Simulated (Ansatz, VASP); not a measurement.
**One calculation of Rb, two programs**

The input INCAR:

```
PREC = Accurate ; ENCUT = 520
EDIFF = 1E-7 ; ISMEAR = 0
SIGMA = 0.15 ; LREAL = False
LASPH = True ; NELM = 80
ALGO = Fast ; ISIF = 2
LWAVE = False ; LCHARG = True
GGA = CA ; LELF = True
LVHAR = True ; NBANDS = 10
```

Contents of KPOINTS:

```
Automatic mesh
0
Gamma
  14 14 14
```

The input POSCAR:

```
Rb
1.0
   -2.3008650004      2.3008650004      3.1024863666
    2.3008650004     -2.3008650004      3.1024863666
    2.3008650004      2.3008650004     -3.1024863666
Rb
1
Direct
    0.0000000000      0.0000000000      0.0000000000
```

Input for Ansatz:

```yaml
crystal:
  lattice:
    - [-2.3008650004, 2.3008650004, 3.1024863666]
    - [2.3008650004, -2.3008650004, 3.1024863666]
    - [2.3008650004, 2.3008650004, -3.1024863666]
  atoms:
    - { symbol: Rb, position: [0.0, 0.0, 0.0] }
basis:
  ecutwfc: 420
kpoints:
  mp_grid: { grid: [14, 14, 14] }
hamiltonian:
  xc: lda
scf:
  occupations: { method: gaussian, width: 0.15 }
output:
  forces: true
  stress: true
  eigenvalues: true
```

Alike in both runs: task single point; functional LDA; k mesh 14 × 14 × 14; occupations gaussian, width 0.15 eV; no spin polarisation.

```csv
,VASP,Ansatz
version,VASP 6.6.1,Ansatz 0.2.0
potentials or method,"VASP PAW LDA potentials, release 64 (Rb_sv), cutoff 520 eV","scalar-relativistic, plane waves, PAW"
valence electrons in the cell,9,9
```

|  | VASP | Ansatz | Ansatz less VASP |
| --- | --- | --- | --- |
| gap on the k mesh at the Fermi level (eV) | none | none | - |
| pressure (GPa) | 0.8 | 0.8 | 0.00 |

LDA's correlation is that of Perdew and Zunger in VASP and of Perdew and Wang (1992) in Ansatz. A gap of «none» marks a metal or a gap that the smearing closes.
